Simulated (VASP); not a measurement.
A run of VASP 6.6.1 is set up as follows.

INCAR

```
SYSTEM = MnO
  PREC = Accurate
  ENCUT = 520
  EDIFF = 1E-6
  ISMEAR = -1
  SIGMA = 0.05
  LREAL = .False.
  LASPH = .True.
  NELM = 150
  ALGO = Normal
  ISIF = 2
  LWAVE = .False.
  LCHARG = .False.
  ISPIN = 2
  MAGMOM = 5 0
  LORBIT = 11
  LMAXMIX = 4
  GGA = PE
  NBANDS = 20
```

File KPOINTS:

```
Automatic mesh
0
Gamma
  10 10 10
  0 0 0
```

The input POSCAR:

```
MnO
1.0
    0.0000000000      2.1766406568      2.1766406568
    2.1766406568      0.0000000000      2.1766406568
    2.1766406568      2.1766406568      0.0000000000
Mn O
1 1
Direct
    0.0000000000      0.0000000000      0.0000000000
    0.5000000000      0.5000000000      0.5000000000
```

Potentials or basis: VASP PAW PBE potentials, release 64 (Mn_pv, O).

The run is started by

```bash
$ cat potpaw_PBE.64/Mn_pv/POTCAR potpaw_PBE.64/O/POTCAR > POTCAR
$ mpirun -np 1 vasp_std > vasp.out
```

(1) Estimate the pressure.

(2) What does it give for the site moments?

(3) Predict the net moment.

Results:

(1) 7.2 GPa.

(2) Mn +4.18; O +0.19 μB.

(3) 4.57 μB per cell.

Caveat: a cell with one magnetic atom can't hold antiferromagnetic order, which such compounds often take.
